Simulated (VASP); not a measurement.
# Ag (Pm-3m) in VASP: notebook

Ag is run at these levels: PBEsol; tasks: single point.

Program: VASP 6.6.1. These are calculated values, not measurements. Logs are shortened: lines on timing, memory, paths and dates and some standing lists are left out, and cuts for length are marked.

### 1 The cell of the first run

It takes space group Pm-3m (No. 221, cubic). Conventional cell: a = 2.361 Å, b = 2.361 Å, c = 2.361 Å, α = 90.00°, β = 90.00°, γ = 90.00°. Ag (site symmetry m-3m) has 6 Ag at 2.36 Å within 3.1 Å.

### 2 Single point, PBEsol (volume scaled by 0.68)

INCAR reads:

```
SYSTEM = Ag
ALGO = Normal
EDIFF = 1E-6
ENCUT = 520
GGA = PS
ISIF = 2
ISMEAR = -1
LASPH = .True.
LCHARG = .False.
LREAL = .False.
LWAVE = .False.
NBANDS = 12
NELM = 60
PREC = Accurate
SIGMA = 0.05
```

KPOINTS reads:

```
k-points
0
Gamma
  16 16 16
  0 0 0
```

POSCAR reads:

```
Ag
1.0
    2.3614158634      0.0000000000      0.0000000000
    0.0000000000      2.3614158634      0.0000000000
    0.0000000000      0.0000000000      2.3614158634
Ag
1
Direct
    0.0000000000      0.0000000000      0.0000000000
```

Potentials or basis: VASP PAW PBE potentials, release 64 (Ag).

On the command line:

```sh
$ cat potpaw_PBE.64/Ag/POTCAR > POTCAR
$ mpirun -np 1 vasp_std > vasp.out
```

OUTCAR:

```text
SYSTEM = Ag
   EDIFF = 1E-6
   ENCUT = 520
   GGA = PS
   ISIF = 2
   ISMEAR = -1
   LASPH = .True.
   LREAL = .False.
   NELM = 60
   PREC = Accurate

 ion  position               nearest neighbor table
   1  0.000  0.000  0.000-

  LATTYP: Found a simple cubic cell.
 ALAT       =     2.3614158634

  Lattice vectors:

 A1 = (   2.3614158634,   0.0000000000,   0.0000000000)
 A2 = (   0.0000000000,   2.3614158634,   0.0000000000)
 A3 = (   0.0000000000,   0.0000000000,   2.3614158634)

Analysis of symmetry for initial positions (statically):
=====================================================================
 Subroutine PRICEL returns:
 Original cell was already a primitive cell.

 Routine SETGRP: Setting up the symmetry group for a
 simple cubic supercell.

 Subroutine GETGRP returns: Found 48 space group operations
 (whereof 48 operations were pure point group operations)
 out of a pool of 48 trial point group operations.

The static configuration has the point symmetry O_h .

Analysis of symmetry for dynamics (positions and initial velocities):
=====================================================================
 Subroutine PRICEL returns:
 Original cell was already a primitive cell.

 Routine SETGRP: Setting up the symmetry group for a
 simple cubic supercell.

 Subroutine GETGRP returns: Found 48 space group operations
 (whereof 48 operations were pure point group operations)
 out of a pool of 48 trial point group operations.

The dynamic configuration has the point symmetry O_h .

 Subroutine INISYM returns: Found 48 space group operations
 (whereof 48 operations are pure point group operations),
 and found     1 'primitive' translations

----------------------------------------------------------------------------------------

                                     Primitive cell

  volume of cell :      13.1679

  direct lattice vectors                    reciprocal lattice vectors
     2.361415863  0.000000000  0.000000000     0.423474753  0.000000000  0.000000000
     0.000000000  2.361415863  0.000000000     0.000000000  0.423474753  0.000000000
     0.000000000  0.000000000  2.361415863     0.000000000  0.000000000  0.423474753

  length of vectors
     2.361415863  2.361415863  2.361415863     0.423474753  0.423474753  0.423474753

  position of ions in fractional coordinates (direct lattice)
     0.000000000  0.000000000  0.000000000

  ion indices of the primitive-cell ions
   primitive index   ion index
                 1           1
[... 73 lines left out ...]
   LREAL  =      F    real-space projection
   EDIFFG = 0.1E-04   stopping-criterion for IOM
   NSW    =      0    number of steps for IOM
   IBRION =     -1    ionic relax: 0-MD 1-quasi-New 2-CG
   NFREE  =      0    steps in history (QN), initial steepest desc. (CG)
   ISIF   =      2    stress and relaxation
   ISYM   =      2    0-nonsym 1-usesym 2-fastsym
   POTIM  = 0.5000    time-step for ionic-motion
   TEBEG  =    0.0;   TEEND  =   0.0 temperature during run
   PSTRESS=    0.0 pullay stress
   NELECT =      11.0000    total number of electrons
   NUPDOWN=      -1.0000    fix difference up-down
   EMIN   =  10.00;   EMAX   =-10.00  energy-range for DOS
   EFERMI =   0.00;   METHOD = LEGACY
   ISMEAR =    -1;   SIGMA  =   0.05  broadening in eV -4-tet -1-fermi 0-gaus
   EFERMI_NEDOS =   21; number of points for ismear=-14 and -15
   IALGO  =     38    algorithm
   IMIX   =      4    mixing-type and parameters
     AMIX     =   0.40;   BMIX     =  1.00
     AMIX_MAG =   1.60;   BMIX_MAG =  1.00
  volume/ion in A,a.u.               =      13.17        88.86
  Fermi-wavevector in a.u.,A,eV,Ry     =   1.541818  2.913614 32.343827  2.377204
  Thomas-Fermi vector in A             =   2.647711
   LORBIT       =      0    0 simple, 1 ext, 2 COOP (PROOUT), +10 PAW based schemes
   GGA     = PS    functional components
   LHFCALC =     F    Hartree Fock is set to
   AEXX    =    0.0000 exact exchange contribution
   IVDW    =     0    specifies the selected vdW correction
   LEPSILON=     F    determine dielectric tensor
   LRPA    =     F    only Hartree local field effects (RPA)
 non-spin polarized calculation
  energy-cutoff  :      520.00
  volume of cell :       13.17
 maximum number of plane-waves:       368
 NGX is ok and might be reduce to    18
   NGX =  9   NGY =  9   NGZ =  9

 number of electron      11.0000010 magnetization

 Free energy of the ion-electron system (eV)
  ---------------------------------------------------
  ext. energy  EPLUGINS =         0.00000000
  ---------------------------------------------------
  free energy    TOTEN  =        -1.66450782 eV

  energy without entropy =       -1.66314764  energy(sigma->0) =       -1.66382773

 E-fermi :  12.2246     XC(G=0): -13.9101

 val. band max:       12.1819376563   @ k =   0.3750   0.3125   0.0625
 cond. band min:      12.5905249762   @ k =   0.3750   0.2500   0.1875
 fundamental gap:      0.4085873198
 Fermi energy:        12.2246034125

 k-point     1 :       0.0000    0.0000    0.0000
  band No.  band energies     occupation
      1       2.6294      2.00000
      2       3.5483      2.00000
      3       3.5483      2.00000
      4       9.7064      2.00000
      5       9.7064      2.00000
      6       9.7064      2.00000
      7      29.6456      0.00000
      8      29.6456      0.00000
      9      29.6456      0.00000
     10      37.4544      0.00000
     11      37.4544      0.00000
     12      38.0120      0.00000
[... 331 lines left out ...]
 k-point    24 :       0.5000    0.1250    0.0000
  band No.  band energies     occupation
      1       4.4376      2.00000
      2       5.4158      2.00000
      3       6.3510      2.00000
      4       7.6062      2.00000
      5       9.5897      2.00000
      6      11.5738      2.00000
      7      16.5228      0.00000
      8      30.4530      0.00000
      9      33.9813      0.00000
     10      34.5541      0.00000
     11      38.2586      0.00000
     12      41.5479      0.00000

 [... further k-points ...]
[... 5 lines left out ...]
  --------------------------------------------------------------------------------------
  -------------------------------------------------------------------------------------
  Total        8.0166835      8.0166835      8.0166835      0.0000000      0.0000000     -0.0000000
  in kB      975.4115435    975.4115435    975.4115435      0.0000000      0.0000000     -0.0000000
  external PRESSURE =     975.4115435 kB  Pullay stress =       0.0000000 kB

 VOLUME and BASIS-vectors are now :
 -----------------------------------------------------------------------------
  energy-cutoff  :      520.00
  volume of cell :       13.17
      direct lattice vectors                 reciprocal lattice vectors
     2.361415863  0.000000000  0.000000000     0.423474753  0.000000000  0.000000000
     0.000000000  2.361415863  0.000000000     0.000000000  0.423474753  0.000000000
     0.000000000  0.000000000  2.361415863     0.000000000  0.000000000  0.423474753

 POSITION                                       TOTAL-FORCE (eV/Angst)
 -----------------------------------------------------------------------------------
      0.00000      0.00000      0.00000         0.000000      0.000000      0.000000
 -----------------------------------------------------------------------------------
    total drift:                               -0.000000      0.000000      0.000000

  FREE ENERGIE OF THE ION-ELECTRON SYSTEM (eV)
  ---------------------------------------------------
  free  energy   TOTEN  =        -1.6645078245 eV

  energy  without entropy=       -1.6631476437  energy(sigma->0) =       -1.66382773
```

OSZICAR:

```text
N       E                     dE             d eps       ncg     rms          rms(c)
DAV:   1     0.539724736634E+02    0.53972E+02   -0.56543E+03  4012   0.864E+02
DAV:   2    -0.113592611183E+01   -0.55108E+02   -0.52366E+02  4672   0.209E+02
DAV:   3    -0.199187789551E+01   -0.85595E+00   -0.85559E+00  4572   0.261E+01
DAV:   4    -0.199440052205E+01   -0.25226E-02   -0.25225E-02  4432   0.150E+00
DAV:   5    -0.199441623878E+01   -0.15717E-04   -0.15718E-04  4592   0.103E-01    0.143E+01
DAV:   6    -0.171266488815E+01    0.28175E+00   -0.69237E-01  4376   0.791E+00    0.831E+00
DAV:   7    -0.167065293631E+01    0.42012E-01   -0.57898E-02  4732   0.219E+00    0.296E+00
DAV:   8    -0.166448800181E+01    0.61649E-02   -0.33364E-03  4348   0.643E-01    0.126E-01
DAV:   9    -0.166450375386E+01   -0.15752E-04   -0.30408E-05  4448   0.537E-02    0.151E-02
DAV:  10    -0.166450770715E+01   -0.39533E-05   -0.28778E-06  4556   0.124E-02    0.383E-03
DAV:  11    -0.166450782453E+01   -0.11739E-06   -0.42899E-08  2332   0.176E-03
   1 F= -.16645078E+01 E0= -.16638277E+01  d E =-.136018E-02
```

stdout:

```text
POSCAR found type information on POSCAR Ag
 POSCAR found :  1 types and       1 ions
 scaLAPACK will be used
 -----------------------------------------------------------------------------
|                                                                             |
|                                                                             |
|     You enforced a specific xc type in the INCAR file but a different       |
|     I HOPE YOU KNOW WHAT YOU ARE DOING!                                     |
|                                                                             |
 -----------------------------------------------------------------------------

 LDA part: xc-table for (Slater+PW92), standard interpolation
 POSCAR, INCAR and KPOINTS ok, starting setup
 FFT: planning ... GRIDC
 FFT: planning ... GRID_SOFT
 FFT: planning ... GRID
 WAVECAR not read
 entering main loop
```

Run time: 8.1 s. Hardware: 1 thread of Intel Xeon 6975P-C, shared host; peak memory 0.14 GiB.

What came out:

```
Free energy : -1.6645 eV
Pressure    : 97.5 GPa
```

Levels at points of the mesh, in eV from the Fermi level:
| k point | band 1 | band 2 | band 3 | band 4 | band 5 | band 6 | band 7 | band 8 | band 9 | band 10 |
| --- | --- | --- | --- | --- | --- | --- | --- | --- | --- | --- |
| (0.00, 0.00, 0.00) | -9.60 | -8.68 | -8.68 | -2.52 | -2.52 | -2.52 | 17.42 | 17.42 | 17.42 | 25.23 |
| (0.50, 0.00, 0.00) | -8.04 | -7.42 | -4.68 | -4.68 | -2.31 | -2.00 | 4.26 | 18.37 | 22.59 | 24.84 |
| (0.50, 0.50, 0.00) | -9.01 | -7.02 | -4.27 | -4.27 | -0.92 | 4.51 | 4.51 | 12.43 | 13.24 | 24.98 |
| (0.50, 0.50, 0.50) | -7.85 | -7.85 | -7.85 | -0.78 | -0.78 | 9.79 | 11.88 | 11.88 | 11.88 | 19.19 |

Caveat: the PAW data sets were made with another functional, which shifts forces and pressure a little.

### 3 Single point, PBEsol (volume scaled by 0.68, source ansatz)

INCAR reads:

```
PREC     = Accurate       # precision mode
ENCUT    = 520            # plane-wave cutoff, eV
EDIFF    = 1E-6           # SCF threshold, eV
ISMEAR   = -1             # smearing method
SIGMA    = 0.05           # smearing width, eV
LREAL    = False          # projectors in reciprocal space
LASPH    = True           # aspherical terms in the spheres
NELM     = 60             # most SCF steps
ALGO     = Normal         # electronic algorithm
ISIF     = 2              # what is computed and relaxed
LWAVE    = False          # write WAVECAR
LCHARG   = False          # write CHGCAR
GGA      = PS             # functional
NBANDS   = 12             # bands
```

KPOINTS reads:

```
Automatic mesh
0
Gamma
  16 16 16
```

POSCAR is that of step 2.

Potentials or basis: VASP PAW PBE potentials, release 64 (Ag).

On the command line:

```sh
$ cat potpaw_PBE.64/Ag/POTCAR > POTCAR
$ mpirun -np 1 vasp_std > vasp.out
```

Wall time 9.3 s (1 thread of Intel Xeon 6975P-C, shared host); peak memory 0.14 GiB.

It converged, with:

| Quantity | Value |
| --- | --- |
| Free energy | -1.6645 eV |
| Pressure | 97.5 GPa |

Levels at points of the mesh, in eV from the Fermi level:
| k point | band 2 | band 3 | band 4 | band 5 | band 6 | band 7 | band 8 | band 9 |
| --- | --- | --- | --- | --- | --- | --- | --- | --- |
| (0.00, 0.00, 0.00) | -8.68 | -8.68 | -2.52 | -2.52 | -2.52 | 17.42 | 17.42 | 17.42 |
| (0.50, 0.00, 0.00) | -7.42 | -4.68 | -4.68 | -2.31 | -2.00 | 4.26 | 18.37 | 22.59 |
| (0.50, 0.50, 0.00) | -7.02 | -4.27 | -4.27 | -0.92 | 4.51 | 4.51 | 12.43 | 13.24 |
| (0.50, 0.50, 0.50) | -7.85 | -7.85 | -0.78 | -0.78 | 9.79 | 11.88 | 11.88 | 11.88 |

Caveat: the PAW data sets were made with another functional, which shifts forces and pressure a little.

### 4 Single point, PBEsol (volume scaled by 0.76)

INCAR reads:

```
PREC     = Accurate       # precision mode
ENCUT    = 520            # plane-wave cutoff, eV
EDIFF    = 1E-7           # SCF threshold, eV
ISMEAR   = -1             # smearing method
SIGMA    = 0.05           # smearing width, eV
LREAL    = F              # projectors in reciprocal space
LASPH    = T              # aspherical terms in the spheres
NELM     = 80             # most SCF steps
ALGO     = Normal         # electronic algorithm
ISIF     = 2              # what is computed and relaxed
LWAVE    = F              # write WAVECAR
LCHARG   = T              # write CHGCAR
GGA      = PS             # functional
LELF     = T              # ELF
LVHAR    = T            
NBANDS   = 12             # bands
```

KPOINTS is that of step 3.

POSCAR reads:

```
Ag
1.0
    2.4506090683      0.0000000000      0.0000000000
    0.0000000000      2.4506090683      0.0000000000
    0.0000000000      0.0000000000      2.4506090683
Ag
1
Direct
    0.0000000000      0.0000000000      0.0000000000
```

On the command line:

```sh
$ cat potpaw_PBE.64/Ag/POTCAR > POTCAR
$ mpirun -np 1 vasp_std > vasp.out
```

It took 9.7 s on 1 thread of Intel Xeon 6975P-C, shared host; peak memory 0.14 GiB.

The run converged. Its results:

| Property | Result |
| --- | --- |
| Free energy | -2.3629 eV |
| Pressure | 51.1 GPa |

Levels at points of the mesh, in eV from the Fermi level:
```tsv
k point	band 1	band 2	band 3	band 4	band 5	band 6	band 7	band 8	band 9	band 10
(0.00, 0.00, 0.00)	-8.66	-7.71	-7.71	-2.54	-2.54	-2.54	16.60	16.60	16.60	23.62
(0.50, 0.00, 0.00)	-7.17	-6.69	-4.31	-4.31	-2.38	-1.55	3.51	18.21	21.71	23.44
(0.50, 0.50, 0.00)	-7.91	-6.34	-3.98	-3.98	-1.21	4.35	4.35	11.54	11.65	24.16
(0.50, 0.50, 0.50)	-6.95	-6.95	-6.95	-1.10	-1.10	10.10	10.89	10.89	10.89	17.80
```

Caveat: the PAW data sets were made with another functional, which shifts forces and pressure a little.

### 5 Single point, PBEsol (volume scaled by 0.76)

INCAR reads:

```
SYSTEM = Ag
PREC = Accurate ; ENCUT = 520
EDIFF = 1E-6 ; ISMEAR = -1
SIGMA = 0.05 ; LREAL = .False.
LASPH = .True. ; NELM = 100
ALGO = Normal ; ISIF = 2
LWAVE = .False. ; LCHARG = .False.
GGA = PS ; NBANDS = 12
```

KPOINTS reads:

```
regular mesh
0
Gamma
  16 16 16
  0 0 0
```

POSCAR is that of step 4.

On the command line:

```sh
$ cat potpaw_PBE.64/Ag/POTCAR > POTCAR
$ mpirun -np 1 vasp_std > vasp.out
```

Run time: 9 s. Hardware: 1 thread of Intel Xeon 6975P-C, shared host; peak memory 0.14 GiB.

Results (log left out):

| Item | Value |
| --- | --- |
| Free energy | -2.3629 eV |
| Pressure | 51.1 GPa |

Levels at points of the mesh, in eV from the Fermi level:
```tsv
k point	band 2	band 3	band 4	band 5	band 6	band 7	band 8	band 9
(0.00, 0.00, 0.00)	-7.71	-7.71	-2.54	-2.54	-2.54	16.59	16.59	16.59
(0.50, 0.00, 0.00)	-6.69	-4.31	-4.31	-2.38	-1.55	3.51	18.21	21.71
(0.50, 0.50, 0.00)	-6.34	-3.98	-3.98	-1.21	4.35	4.35	11.54	11.65
(0.50, 0.50, 0.50)	-6.95	-6.95	-1.10	-1.10	10.10	10.89	10.89	10.89
```

Caveat: the PAW data sets were made with another functional, which shifts forces and pressure a little.
